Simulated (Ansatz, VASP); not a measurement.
## Two plane-wave programs on LiBeF3

File INCAR:

```
SYSTEM = LiBeF3
PREC = Accurate
ENCUT = 520
EDIFF = 1E-6
ISMEAR = 0
SIGMA = 0.1
LREAL = .FALSE.
LASPH = .TRUE.
NELM = 100
ALGO = Normal
ISIF = 2
LWAVE = .FALSE.
LCHARG = .TRUE.
GGA = PE
LELF = .TRUE.
LVHAR = .TRUE.
NBANDS = 37
```

File KPOINTS:

```
regular mesh
0
G
  4 4 2
  0 0 0
```

Contents of POSCAR:

```
LiBeF3
1.0
    3.4978741055      0.0000000000      0.0000000000
    0.0000000000      3.4978741055      0.0000000000
    0.0000000000      0.0000000000      6.9957482111
Li Be F
2 2 6
Direct
    0.5000000000      0.5000000000      0.2500000000
    0.5000000000      0.5000000000      0.7500000000
    1.0000000000      0.0000000000      0.5000000000
    0.0000000000      0.0000000000      0.0000000000
    0.5000000000      0.0000000000      0.5000000000
    0.5000000000      0.0000000000      0.0000000000
    1.0000000000      0.5000000000      0.5000000000
    1.0000000000      0.5000000000      1.0000000000
    1.0000000000      0.0000000000      0.2500000000
    0.0000000000      0.0000000000      0.7500000000
```

Input for Ansatz:

```yaml
crystal:
  lattice:
    - [3.4978741055, 0.0, 0.0]
    - [0.0, 3.4978741055, 0.0]
    - [0.0, 0.0, 6.9957482111]
  atoms:
    - { symbol: Li, position: [0.5, 0.5, 0.25] }
    - { symbol: Li, position: [0.5, 0.5, 0.75] }
    - { symbol: Be, position: [1.0, 0.0, 0.5] }
    - { symbol: Be, position: [0.0, 0.0, 0.0] }
    - { symbol: F, position: [0.5, 0.0, 0.5] }
    - { symbol: F, position: [0.5, 0.0, 0.0] }
    - { symbol: F, position: [1.0, 0.5, 0.5] }
    - { symbol: F, position: [1.0, 0.5, 1.0] }
    - { symbol: F, position: [1.0, 0.0, 0.25] }
    - { symbol: F, position: [0.0, 0.0, 0.75] }
basis:
  ecutwfc: 420
kpoints:
  mp_grid: { grid: [4, 4, 2] }
hamiltonian:
  xc: pbe
scf:
  occupations: { method: gaussian, width: 0.1 }
  lower_state_search: "off"
output:
  forces: true
  stress: true
  eigenvalues: true
```

Alike in both runs: task single point; functional PBE; k mesh 4 × 4 × 2; occupations gaussian, width 0.1 eV; no spin polarisation.

```csv
,VASP,Ansatz
version,VASP 6.6.1,Ansatz 0.2.0
potentials or method,"VASP PAW PBE potentials, release 64 (Li_sv, Be, F), cutoff 520 eV","scalar-relativistic, plane waves, PAW"
valence electrons in the cell,52,52
```

Ansatz gave:

- gap on the k mesh at the Fermi level (eV): 7.52
- least direct gap on the mesh (eV): 8.29

Estimate VASP's values.

gap on the k mesh at the Fermi level (eV): 7.51; least direct gap on the mesh (eV): 8.29.

The k mesh is coarse, so the values compare programs but aren't converged. Noted on VASP's run: the cutoff is short for stress, so the pressure is rough.
